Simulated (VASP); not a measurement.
Input of a VASP 6.6.1 run:

File INCAR:

```
SYSTEM = HgTe
ALGO = Normal
EDIFF = 1E-6
ENCUT = 520
GGA = PS
ISIF = 2
ISMEAR = 0
LASPH = .TRUE.
LCHARG = .FALSE.
LREAL = .FALSE.
LWAVE = .FALSE.
NBANDS = 16
NELM = 100
PREC = Accurate
SIGMA = 0.15
```

KPOINTS

```
k-points
0
G
  14 14 14
  0 0 0
```

File POSCAR:

```
HgTe
1.0
    0.0000000000      3.4813800000      3.0945600000
    3.4813800000      0.0000000000      3.0945600000
    3.4813800000      3.4813800000      0.0000000000
Hg Te
1 1
Direct
    0.0000000000      0.0000000000      0.0000000000
    0.7500000000      0.7500000000      0.7500000000
```

Potentials or basis: VASP PAW PBE potentials, release 64 (Hg, Te).

Run with:

```sh
$ cat potpaw_PBE.64/Hg/POTCAR potpaw_PBE.64/Te/POTCAR > POTCAR
$ mpirun -np 1 vasp_std > vasp.out
```

(1) Predict the pressure.

(2) Estimate the band gap on the k mesh.

## Answers

(1) -2.9 GPa.

(2) 0.11 eV (least direct gap 0.28 eV).

Caveat: the cell differs from its parent crystal (strain +0.080 along x and y, -0.040 along z); the PAW data sets were made with another functional, which shifts forces and pressure a little; spin-orbit coupling is left out, which moves the levels of the heavy elements.
